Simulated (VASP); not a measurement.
# AlCo (NiAs type) (P6_3/mmc) in VASP: a series of runs

The runs below take AlCo (NiAs type) through single point, relaxation of cell and atoms, with PBE.

All numbers are computed with VASP 6.6.1; they aren't measurements. Logs are shortened: lines on timing, memory, paths and dates and some standing lists are left out, and cuts for length are marked.

## 1. The cell of the first run

It takes space group P6_3/mmc (No. 194, hexagonal). The conventional cell has a = 2.669 Å, b = 2.669 Å, c = 7.492 Å, α = 90.00°, β = 90.00°, γ = 120.00°. Within 3.2 Å of Co (site symmetry -3m) lie 6 Al at 2.43 Å and 6 Co at 2.67 Å. Within 3.2 Å of Al (site symmetry -6m2) lie 6 Co at 2.43 Å and 6 Al at 2.67 Å.

## 2. Single point, PBE

Contents of INCAR:

```
ALGO = Normal
EDIFF = 1E-6
ENCUT = 600
GGA = PE
GGA_COMPAT = F
ISIF = 2
ISMEAR = -1
LASPH = T
LCHARG = F
LREAL = F
LWAVE = F
NBANDS = 28
NELM = 120
PREC = Accurate
SIGMA = 0.1
```

Contents of KPOINTS:

```
k-points
0
Gamma
  11 11 6
```

Contents of POSCAR:

```
AlCo
1.0
    2.6691995558      0.0000000000      0.0000000000
   -1.3345997779      2.3115946231      0.0000000000
    0.0000000000      0.0000000000      7.4915250831
Co Al
2 2
Direct
    0.0000000000      0.0000000000      0.0000000000
    0.0000000000      0.0000000000      0.5000000000
    0.3333333333      0.6666666667      0.2500000000
    0.6666666667      0.3333333333      0.7500000000
```

Potentials or basis: VASP PAW PBE potentials, release 64 (Co_sv, Al).

On the command line:

```bash
> cat potpaw_PBE.64/Co_sv/POTCAR potpaw_PBE.64/Al/POTCAR > POTCAR
> mpirun -np 1 vasp_std > vasp.out
```

OUTCAR:

```text
EDIFF = 1E-6
   ENCUT = 600
   GGA = PE
   ISIF = 2
   ISMEAR = -1
   LASPH = T
   LREAL = F
   NELM = 120
   PREC = Accurate

 ion  position               nearest neighbor table
   1  0.000  0.000  0.000-   3 2.43   4 2.43   4 2.43   3 2.43   4 2.43   3 2.43
   2  0.000  0.000  0.500-   3 2.43   4 2.43   4 2.43   3 2.43   4 2.43   3 2.43
   3  0.333  0.667  0.250-   1 2.43   2 2.43   1 2.43   2 2.43   1 2.43   2 2.43
   4  0.667  0.333  0.750-   1 2.43   2 2.43   1 2.43   2 2.43   1 2.43   2 2.43

  LATTYP: Found a hexagonal cell.
 ALAT       =     2.6691995558
 C/A-ratio  =     2.8066560504

  Lattice vectors:

 A1 = (   2.6691995558,   0.0000000000,   0.0000000000)
 A2 = (  -1.3345997779,   2.3115946231,   0.0000000000)
 A3 = (   0.0000000000,   0.0000000000,   7.4915250831)

Analysis of symmetry for initial positions (statically):
=====================================================================
 Subroutine PRICEL returns:
 Original cell was already a primitive cell.

 Routine SETGRP: Setting up the symmetry group for a
 hexagonal supercell.

 Subroutine GETGRP returns: Found 24 space group operations
 (whereof 12 operations were pure point group operations)
 out of a pool of 24 trial point group operations.

The static configuration has the point symmetry D_3d.
 The point group associated with its full space group is D_6h.

Analysis of symmetry for dynamics (positions and initial velocities):
=====================================================================
 Subroutine PRICEL returns:
 Original cell was already a primitive cell.

 Routine SETGRP: Setting up the symmetry group for a
 hexagonal supercell.

 Subroutine GETGRP returns: Found 24 space group operations
 (whereof 12 operations were pure point group operations)
 out of a pool of 24 trial point group operations.

The dynamic configuration has the point symmetry D_3d.
 The point group associated with its full space group is D_6h.

 Subroutine INISYM returns: Found 24 space group operations
 (whereof 12 operations are pure point group operations),
 and found     1 'primitive' translations

----------------------------------------------------------------------------------------

                                     Primitive cell

  volume of cell :      46.2235

  direct lattice vectors                    reciprocal lattice vectors
     2.669199556  0.000000000  0.000000000     0.374644150  0.216300901  0.000000000
    -1.334599778  2.311594623  0.000000000     0.000000000  0.432601802  0.000000000
     0.000000000  0.000000000  7.491525083     0.000000000  0.000000000  0.133484169

  length of vectors
     2.669199556  2.669199556  7.491525083     0.432601802  0.432601802  0.133484169

  position of ions in fractional coordinates (direct lattice)
     0.000000000  0.000000000  0.000000000
     0.000000000  0.000000000  0.500000000
     0.333333333  0.666666667  0.250000000
     0.666666667  0.333333333  0.750000000

  ion indices of the primitive-cell ions
   primitive index   ion index
                 1           1
                 2           2
                 3           3
                 4           4

----------------------------------------------------------------------------------------

 KPOINTS: k-points

Automatic generation of k-mesh.
 Grid dimensions read from file:
 generate k-points for:   11   11    6

 Generating k-lattice:

  Cartesian coordinates                     Fractional coordinates (reciprocal lattice)
     0.034058559  0.019663718  0.000000000     0.090909091  0.000000000  0.000000000
     0.000000000  0.039327437  0.000000000     0.000000000  0.090909091  0.000000000
     0.000000000  0.000000000  0.022247361     0.000000000  0.000000000  0.166666667

  Length of vectors
     0.039327437  0.039327437  0.022247361

  Shift w.r.t. Gamma in fractional coordinates (k-lattice)
     0.000000000  0.000000000  0.000000000

 Subroutine IBZKPT returns following result:
 ===========================================

 Found     64 irreducible k-points:

 Following reciprocal coordinates:
            Coordinates               Weight
  0.000000  0.000000  0.000000      1.000000
  0.090909 -0.000000  0.000000      6.000000
  0.181818 -0.000000  0.000000      6.000000
  0.272727 -0.000000  0.000000      6.000000
  0.363636 -0.000000  0.000000      6.000000
  0.454545 -0.000000  0.000000      6.000000
[... 16 lines left out ...]
  0.090909  0.090909  0.166667     12.000000
  0.181818  0.090909  0.166667     24.000000
 [... further k-points ...]
   k-points           NKPTS =     64   k-points in BZ     NKDIM =     64   number of bands    NBANDS=     28
   number of dos      NEDOS =    301   number of ions     NIONS =      4
   total plane-waves  NPLWV =  34560
   dimension x,y,z NGX =    24 NGY =   24 NGZ =   60
   dimension x,y,z NGXF=    48 NGYF=   48 NGZF=  120
   ions per type =               2   2
   NGX,Y,Z   is equivalent  to a cutoff of  14.95, 14.95, 13.31 a.u.
   NGXF,Y,Z  is equivalent  to a cutoff of  29.90, 29.90, 26.63 a.u.
 SYSTEM =  unknown system
   PREC   = accura    normal or accurate (medium, high low for compatibility)
   ISTART =      0    job   : 0-new  1-cont  2-samecut
   ICHARG =      2    charge: 1-file 2-atom 10-const
   ISPIN  =      1    spin polarized calculation?
   LNONCOLLINEAR =      F non collinear calculations
   LSORBIT =      F    spin-orbit coupling
   LASPH  =      T    aspherical Exc in radial PAW
   ENCUT  =  600.0 eV  44.10 Ry    6.64 a.u.   5.33  5.33 14.96*2*pi/ulx,y,z
   NELM   =    120;   NELMIN=  2; NELMDL= -5     # of ELM steps
   EDIFF  = 0.1E-05   stopping-criterion for ELM
   LREAL  =      F    real-space projection
   EDIFFG = 0.1E-04   stopping-criterion for IOM
   NSW    =      0    number of steps for IOM
   IBRION =     -1    ionic relax: 0-MD 1-quasi-New 2-CG
   NFREE  =      0    steps in history (QN), initial steepest desc. (CG)
   ISIF   =      2    stress and relaxation
   ISYM   =      2    0-nonsym 1-usesym 2-fastsym
   POTIM  = 0.5000    time-step for ionic-motion
   TEBEG  =    0.0;   TEEND  =   0.0 temperature during run
   PSTRESS=    0.0 pullay stress
   NELECT =      40.0000    total number of electrons
   NUPDOWN=      -1.0000    fix difference up-down
   EMIN   =  10.00;   EMAX   =-10.00  energy-range for DOS
   EFERMI =   0.00;   METHOD = LEGACY
   ISMEAR =    -1;   SIGMA  =   0.10  broadening in eV -4-tet -1-fermi 0-gaus
   EFERMI_NEDOS =   21; number of points for ismear=-14 and -15
   IALGO  =     38    algorithm
   IMIX   =      4    mixing-type and parameters
     AMIX     =   0.40;   BMIX     =  1.00
     AMIX_MAG =   1.60;   BMIX_MAG =  1.00
  volume/ion in A,a.u.               =      11.56        77.98
  Fermi-wavevector in a.u.,A,eV,Ry     =   1.560057  2.948081 33.113564  2.433778
  Thomas-Fermi vector in A             =   2.663325
   LORBIT       =      0    0 simple, 1 ext, 2 COOP (PROOUT), +10 PAW based schemes
   GGA     = PE    functional components
   LHFCALC =     F    Hartree Fock is set to
   AEXX    =    0.0000 exact exchange contribution
   IVDW    =     0    specifies the selected vdW correction
   LEPSILON=     F    determine dielectric tensor
   LRPA    =     F    only Hartree local field effects (RPA)
 non-spin polarized calculation
  energy-cutoff  :      600.00
  volume of cell :       46.22
 maximum number of plane-waves:      1566
 NGX is ok and might be reduce to    24
   NGX = 11   NGY = 11   NGZ = 29

 number of electron      39.9999981 magnetization

 Free energy of the ion-electron system (eV)
  ---------------------------------------------------
  ext. energy  EPLUGINS =         0.00000000
  ---------------------------------------------------
  free energy    TOTEN  =       -22.96041418 eV

  energy without entropy =      -22.84605057  energy(sigma->0) =      -22.90323238

 E-fermi :  11.2416     XC(G=0): -12.5006

 val. band max:       11.2322329175   @ k =   0.3636   0.1818   0.3333
 cond. band min:      11.2450358567   @ k =   0.2727  -0.0000   0.5000
 fundamental gap:      0.0128029392
 Fermi energy:        11.2416443130

 k-point     1 :       0.0000    0.0000    0.0000
  band No.  band energies     occupation
      1     -83.4063      2.00000
      2     -83.4063      2.00000
      3     -46.6755      2.00000
      4     -46.6755      2.00000
      5     -46.6746      2.00000
      6     -46.6746      2.00000
[... 20 lines left out ...]
     27      26.2429      0.00000
     28      26.2617      0.00000

 k-point     2 :       0.0909   -0.0000    0.0000
  band No.  band energies     occupation
      1     -83.4052      2.00000
      2     -83.4051      2.00000
      3     -46.6851      2.00000
      4     -46.6848      2.00000
      5     -46.6778      2.00000
      6     -46.6776      2.00000
[... 20 lines left out ...]
     27      23.8155      0.00000
     28      25.1573      0.00000

 k-point     3 :       0.1818   -0.0000    0.0000
  band No.  band energies     occupation
      1     -83.4021      2.00000
      2     -83.4020      2.00000
      3     -46.7111      2.00000
      4     -46.7103      2.00000
      5     -46.6841      2.00000
      6     -46.6838      2.00000
[... 20 lines left out ...]
     27      22.4987      0.00000
     28      23.9608      0.00000

 k-point     4 :       0.2727   -0.0000    0.0000
  band No.  band energies     occupation
      1     -83.3980      2.00000
      2     -83.3979      2.00000
      3     -46.7444      2.00000
      4     -46.7434      2.00000
      5     -46.6926      2.00000
      6     -46.6923      2.00000
[... 578 lines left out ...]
     27      19.7996      0.00000
     28      20.6946      0.00000

 k-point    23 :       0.0909    0.0909    0.1667
  band No.  band energies     occupation
      1     -83.4030      2.00000
      2     -83.4030      2.00000
      3     -46.7024      2.00000
      4     -46.7020      2.00000
      5     -46.6829      2.00000
      6     -46.6825      2.00000
[... 20 lines left out ...]
     27      22.7038      0.00000
     28      23.1345      0.00000

 k-point    24 :       0.1818    0.0909    0.1667
  band No.  band energies     occupation
      1     -83.3994      2.00000
      2     -83.3994      2.00000
      3     -46.7305      2.00000
      4     -46.7298      2.00000
      5     -46.6919      2.00000
      6     -46.6912      2.00000
[... 20 lines left out ...]
     27      21.2593      0.00000
     28      22.5059      0.00000

 [... further k-points ...]
[... 5 lines left out ...]
  --------------------------------------------------------------------------------------
  -------------------------------------------------------------------------------------
  Total        2.4191457      2.4191457      2.4270447     -0.0000000      0.0000000      0.0000000
  in kB       83.8512704     83.8512704     84.1250641     -0.0000000      0.0000000      0.0000000
  external PRESSURE =      83.9425349 kB  Pullay stress =       0.0000000 kB

 VOLUME and BASIS-vectors are now :
 -----------------------------------------------------------------------------
  energy-cutoff  :      600.00
  volume of cell :       46.22
      direct lattice vectors                 reciprocal lattice vectors
     2.669199556  0.000000000  0.000000000     0.374644150  0.216300901  0.000000000
    -1.334599778  2.311594623  0.000000000     0.000000000  0.432601802  0.000000000
     0.000000000  0.000000000  7.491525083     0.000000000  0.000000000  0.133484169

 POSITION                                       TOTAL-FORCE (eV/Angst)
 -----------------------------------------------------------------------------------
      0.00000      0.00000      0.00000         0.000000      0.000000     -0.000000
      0.00000      0.00000      3.74576         0.000000      0.000000     -0.000000
     -0.00000      1.54106      1.87288        -0.000000      0.000000      0.000000
      1.33460      0.77053      5.61864         0.000000      0.000000      0.000000
 -----------------------------------------------------------------------------------
    total drift:                               -0.000000      0.000000      0.000000

  FREE ENERGIE OF THE ION-ELECTRON SYSTEM (eV)
  ---------------------------------------------------
  free  energy   TOTEN  =       -22.9604141838 eV

  energy  without entropy=      -22.8460505722  energy(sigma->0) =      -22.90323238
```

Run time: 2.3 min. Hardware: 1 thread of Intel Xeon Platinum 8488C (Sapphire Rapids), shared host; peak memory 0.23 GiB.

What came out:

```
Free energy            : -22.9604 eV
Pressure               : 8.4 GPa
Band gap on the k mesh : zero (bands 20 and 21 overlap by 1.44 eV)
```

Caveat: the cell stands under pressure; the run has no spin polarisation, though such a crystal can be magnetic.

## 3. Relaxation of cell and atoms, PBE, target pressure 10 GPa, at which the enthalpy is minimised

This run uses another cell than the first one, of 12.79 Å³/atom.

Contents of INCAR:

```
SYSTEM = AlCo
  PREC = Accurate
  ENCUT = 600
  EDIFF = 1E-7
  ISMEAR = -1
  SIGMA = 0.1
  LREAL = .False.
  LASPH = .True.
  NELM = 80
  ALGO = Normal
  ISIF = 3
  LWAVE = .False.
  LCHARG = .False.
  GGA = PE
  IBRION = 2
  NSW = 60
  EDIFFG = -0.005
  PSTRESS = 100.0
```

Contents of KPOINTS:

```
regular mesh
0
Gamma
  11 11 6
  0 0 0
```

Contents of POSCAR:

```
AlCo
1.0
    3.3654550188      0.0000000000      0.0000000000
   -1.6827275094      2.9145695416      0.0000000000
    0.0000000000      0.0000000000      5.2164552791
Co Al
2 2
Direct
    0.0000000000      0.0000000000      0.0000000000
    0.0000000000      0.0000000000      0.5000000000
    0.3333333333      0.6666666667      0.2500000000
    0.6666666667      0.3333333333      0.7500000000
```

Potentials or basis: VASP PAW PBE potentials, release 64 (Co, Al).

On the command line:

```bash
> cat potpaw_PBE.64/Co/POTCAR potpaw_PBE.64/Al/POTCAR > POTCAR
> mpirun -np 1 vasp_std > vasp.out
```

Wall time 15 min (1 thread of AMD EPYC 7R43 (Zen 3), shared host); peak memory 0.21 GiB.

Results (log left out):

- Free energy: -22.8163 eV
- Relaxed volume: 11.55 Å³/atom
- Relaxed cell: a = 2.671 Å, b = 2.671 Å, c = 7.477 Å, α = 90.00°, β = 90.00°, γ = 120.00°
- Space group after relaxing (to 0.1 Å): P6_3/mmc (No. 194)
- Energy change on relaxing (the run minimises the enthalpy): -313.7 meV/atom
- Ionic steps: 19
- Pressure after relaxing: 10.0 GPa
- Band gap on the k mesh: zero (bands 12 and 13 overlap by 1.45 eV)

Step by step:
| step | energy change (eV) | largest force (eV/Å) | pressure (GPa) | volume (Å³) |
| --- | --- | --- | --- | --- |
| 1 | 0.0000 | 0.0000 | 11.36 | 51.17 |
| 2 | -0.0979 | 0.0000 | 7.82 | 51.96 |
| 3 | -0.2289 | 0.0000 | 1.66 | 53.53 |
| 4 | -0.2372 | 0.0000 | 1.56 | 53.49 |
| 5 | -0.2591 | 0.0000 | 1.29 | 53.37 |
| 6 | -0.2952 | 0.0000 | 0.95 | 53.05 |
| 7 | -0.4634 | 0.0000 | 0.81 | 52.20 |
| 8 | -1.0736 | 0.0000 | 1.85 | 49.68 |
| 9 | 0.4874 | 0.0000 | 36.05 | 42.00 |
| 10 | -1.2559 | 0.0000 | 3.66 | 48.35 |
| 11 | -1.1323 | 0.0000 | 11.77 | 45.60 |
| 12 | -1.3011 | 0.0000 | 6.24 | 47.19 |
| 13 | -1.2903 | 0.0000 | 7.15 | 46.87 |
| 14 | -1.2374 | 0.0000 | 11.07 | 46.09 |
| 15 | -1.2745 | 0.0000 | 8.65 | 46.56 |
| 16 | -1.2616 | 0.0000 | 9.55 | 46.32 |
| 17 | -1.2559 | 0.0000 | 9.92 | 46.22 |
| 18 | -1.2554 | 0.0000 | 9.95 | 46.21 |
| 19 | -1.2548 | 0.0000 | 10.00 | 46.20 |

Final structure:
```xyz
4
Lattice="2.6711 0.0000 0.0000 -1.3356 2.3133 0.0000 0.0000 0.0000 7.4772" Properties=species:S:1:pos:R:3 pbc="T T T"
Co    0.0000    0.0000    0.0000
Co    0.0000    0.0000    3.7386
Al    0.0000    1.5422    1.8693
Al    1.3356    0.7711    5.6079
```

Levels at points of the mesh, in eV from the Fermi level:
| k point | band 10 | band 11 | band 12 | band 13 | band 14 | band 15 |
| --- | --- | --- | --- | --- | --- | --- |
| (0.00, 0.00, 0.00) | -1.22 | -0.67 | -0.67 | -0.56 | -0.56 | 4.04 |
| (0.00, 0.00, 0.50) | -1.42 | -0.62 | -0.62 | -0.62 | -0.62 | 7.06 |

Caveat: the cell is relaxed towards a set pressure, so the run minimises the enthalpy, not the energy; a cell axis changed by over 15 % at a fixed basis, so the end point is rough; the run has no spin polarisation, though such a crystal can be magnetic. Spin polarisation is off, so any magnetic state and its effect on volume and gap are missing.
